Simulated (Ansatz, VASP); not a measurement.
# One calculation of C, two programs

Contents of POSCAR:

```
C
1.0
    2.4560000000      0.0000000000      0.0000000000
   -1.2280000000      2.1269583917      0.0000000000
    0.0000000000      0.0000000000      6.6960000000
C
4
Direct
    0.0000000000      0.0000000000      0.7500000000
    0.0000000000      0.0000000000      0.2500000000
    0.3333333333      0.6666666667      0.7500000000
    0.6666666667      0.3333333333      0.2500000000
```

The input INCAR.step1:

```
SYSTEM = C
ALGO = Normal
EDIFF = 1E-4
ENCUT = 600
GGA = PE
ISMEAR = 0
LASPH = .True.
LCHARG = .False.
LREAL = .False.
LWAVE = .True.
NELM = 80
PREC = Accurate
SIGMA = 0.1
```

The input INCAR.step2:

```
SYSTEM = C
ALGO = Normal
BPARAM = 11.95
CPARAM = 0.0093
EDIFF = 1E-6
EDIFFG = -0.002
ENCUT = 600
IBRION = 2
ISIF = 3
ISMEAR = 0
ISTART = 1
IVDW_NL = 2
LASPH = .True.
LCHARG = .False.
LMIXTAU = .True.
LREAL = .False.
LUSE_VDW = .True.
LWAVE = .False.
METAGGA = R2SCAN
NELM = 80
NSW = 100
PREC = Accurate
SIGMA = 0.1
```

The input KPOINTS:

```
k-points
0
Gamma
  21 21 6
  0 0 0
```

Input for Ansatz:

```yaml
crystal:
  lattice:
    - [2.456, 0.0, 0.0]
    - [-1.228, 2.1269583917, 0.0]
    - [0.0, 0.0, 6.696]
  atoms:
    - { symbol: C, position: [0.0, 0.0, 0.75] }
    - { symbol: C, position: [0.0, 0.0, 0.25] }
    - { symbol: C, position: [0.3333333333, 0.6666666667, 0.75] }
    - { symbol: C, position: [0.6666666667, 0.3333333333, 0.25] }
basis:
  ecutwfc: 500
kpoints:
  mp_grid: { grid: [21, 21, 6] }
hamiltonian:
  xc: r2scan
  dispersion: rvv10
  pseudopotentials: { kind: paw }
scf:
  occupations: { method: gaussian, width: 0.1 }
output:
  forces: true
  stress: true
  eigenvalues: true
  write_density: true
  write_potential: true
  elf: true
  volumetric_format: npy
relax:
  adjacent_minimum: "off"
  f_tol: 0.002
  max_steps: 80
  cell: { stress_tol: 0.02 }
```

Alike in both runs: task relaxation of cell and atoms; functional r2SCAN; dispersion rVV10; k mesh 21 × 21 × 6; occupations gaussian, width 0.1 eV; no spin polarisation.

|  | VASP | Ansatz |
| --- | --- | --- |
| version | VASP 6.6.1 | Ansatz 0.2.0 |
| potentials or method | VASP PAW PBE potentials, release 64 (C), cutoff 600 eV | scalar-relativistic, plane waves, PAW |
| valence electrons in the cell | 16 | 16 |

```csv
,VASP,Ansatz,Ansatz less VASP
"gap on the k mesh at the Fermi level, each at its own relaxed structure (eV)",none,none,-
relaxed volume (Å³/atom),8.62,8.72,+0.095
relaxed length of the cell vector where the two differ most in proportion (Å),6.601,6.678,+0.0774
```

VASP's potentials were made for PBE, not for r2SCAN. A gap of «none» marks a metal or a gap that the smearing closes.
